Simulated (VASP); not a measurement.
## K2Sb6F: single point with PBE

The system is K2Sb6F.

```xyz
9
Lattice="0.0000 5.0942 5.0942 5.0942 0.0000 5.0942 5.0942 5.0942 0.0000" Properties=species:S:1:pos:R:3 pbc="T T T"
F     0.0000    0.0000    0.0000
Sb    5.0942    7.7442    5.0942
Sb    2.4442    5.0942    5.0942
Sb    5.0942    2.4442    5.0942
Sb    7.7442    5.0942    5.0942
Sb    5.0942    5.0942    7.7442
Sb    5.0942    5.0942    2.4442
K     7.6413    7.6413    7.6413
K     2.5471    2.5471    2.5471
```

* Program: VASP 6.6.1
* Task: single point
* Functional: PBE
* Potentials or basis: VASP PAW PBE potentials, release 64 (F, Sb, K_sv)
* Cutoff: 520 eV
* k mesh: 6 × 6 × 6
* Occupations: gaussian, width 0.0328 eV
* Spin: no spin polarisation
* Dipole correction: no
* k mesh for the DOS: 9 × 9 × 9
* Occupations for the DOS: tetrahedron
* Further INCAR settings: ALGO = Normal; EDIFF = 1e-06

* Valence electrons inside the program's atomic spheres: F 6.10; Sb 2.30; K 7.59

Levels at points of the mesh, in eV from the Fermi level:
```csv
k point,band 25,band 26,band 27,band 28,band 29,band 30
"(0.00, 0.00, 0.00)",-1.92,0.57,0.57,0.57,2.68,2.68
```

Run time: 8.5 min on 1 thread of Intel(R) Xeon(R) Platinum 8259CL CPU @ 2.50GHz (Skylake/Cascade Lake), with other jobs on the host, peak memory 0.54 GiB.

Caveat: spin-orbit coupling is left out, which moves the levels of the heavy elements; an odd number of electrons without spin polarisation forces a metal; a magnetic or distorted state may lie lower.
